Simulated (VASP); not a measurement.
A run of VASP 6.6.1 is set up as follows.

INCAR

```
SYSTEM = MoS2
PREC = Accurate
ENCUT = 520
EDIFF = 1E-8
ISMEAR = -1
SIGMA = 0.02
LREAL = .FALSE.
LASPH = .TRUE.
NELM = 150
ALGO = Normal
ISIF = 2
LWAVE = .FALSE.
LCHARG = .FALSE.
ISPIN = 2
MAGMOM = 2 2 0 0 0 0
LORBIT = 11
LMAXMIX = 4
GGA = PE
LEFG = .TRUE.
NBANDS = 39
```

Contents of KPOINTS:

```
Automatic mesh
0
G
  11 11 3
  0 0 0
```

The input POSCAR:

```
MoS2
1.0
    3.1854323130      0.0000000000      0.0000000000
   -1.5927161565      2.7586653051      0.0000000000
    0.0000000000      0.0000000000     13.1783909070
Mo S
2 4
Direct
    0.0000000000      0.0000000000      0.2500000000
    0.0000000000      0.0000000000      0.7500000000
    0.3333333333      0.6666666667      0.3677430400
    0.6666666667      0.3333333333      0.6322569600
    0.6666666667      0.3333333333      0.8677430400
    0.3333333333      0.6666666667      0.1322569600
```

Potentials or basis: VASP PAW PBE potentials, release 64 (Mo_sv, S).

The run is started by

```bash
$ cat potpaw_PBE.64/Mo_sv/POTCAR potpaw_PBE.64/S/POTCAR > POTCAR
$ mpirun -np 1 vasp_std > vasp.out
```

Task: Predict the band gap on the k mesh.

Result: 1.23 eV (least direct gap 1.82 eV).

Task: Predict the net moment.

Result: 0.00 μB per cell.

Task: Predict the largest force.

Result: 0.148 eV/Å.

Task: Estimate the pressure.

Result: 1.2 GPa.

Forces on the atoms (eV/Å):
```
Mo   0.000  0.000  0.000
Mo   0.000  0.000  0.000
S    0.000  0.000  0.148
S    0.000  0.000 -0.148
S    0.000  0.000  0.148
S    0.000  0.000 -0.148
```

Caveat: without QUAD_EFG the Cq values of the log hold for a quadrupole moment of 1 mb, not for the nuclei; this functional lacks dispersion, which binds layers or chains, so the pressure and a relaxed spacing across them are unreliable. A k mesh can miss the band edges.
